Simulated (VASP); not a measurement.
**ZnS: single point with r2SCAN**

The system is ZnS.

```
Zn S
1.0
     0.00000    2.74170    2.63204
     2.74170    0.00000    2.63204
     2.74170    2.74170    0.00000
Zn S
1 1
Direct
  0.00000 0.00000 0.00000
  0.75000 0.75000 0.75000
```

This cell differs from its parent crystal: ratio of the length along z to the lengths across it x 0.96, volume and fractional coordinates fixed.

```yaml
Program: VASP 6.6.1
Task: single point
Functional: r2SCAN
Potentials_or_basis: VASP PAW PBE potentials, release 64 (Zn, S)
Cutoff: 520 eV
k_mesh: 8 × 8 × 8
Occupations: gaussian, width 0.05 eV
Spin: no spin polarisation
Dipole_correction: no
Further_INCAR_settings: ALGO = Normal; EDIFF = 1e-06; NBANDS = 16
```

The pressure is -0.9 GPa and the band gap on the k mesh is 2.57 eV, direct.

Stress tensor (GPa, compression positive):
```
-1.46  0.00  0.00
 0.00 -1.46  0.00
 0.00  0.00  0.19
```

Levels at points of the mesh, in eV from the valence-band top:
| k point | band 7 | band 8 | band 9 | band 10 | band 11 | band 12 |
| --- | --- | --- | --- | --- | --- | --- |
| (0.00, 0.00, 0.00) | -0.14 | -0.14 | 0.00 | 2.57 | 6.83 | 6.83 |
| (0.50, 0.00, 0.00) | -5.45 | -1.08 | -0.86 | 3.70 | 7.13 | 7.53 |
| (0.50, 0.50, 0.00) | -4.52 | -2.50 | -2.50 | 3.51 | 4.12 | 11.96 |
| (0.50, 0.00, 0.50) | -4.77 | -2.32 | -2.23 | 3.72 | 4.54 | 11.47 |

Wall time 57 s on 1 thread of Intel(R) Xeon(R) 6975P-C (Granite Rapids), on a shared host, peak memory 0.18 GiB.

Caveat: the PAW data sets were made with another functional, which shifts forces and pressure a little.
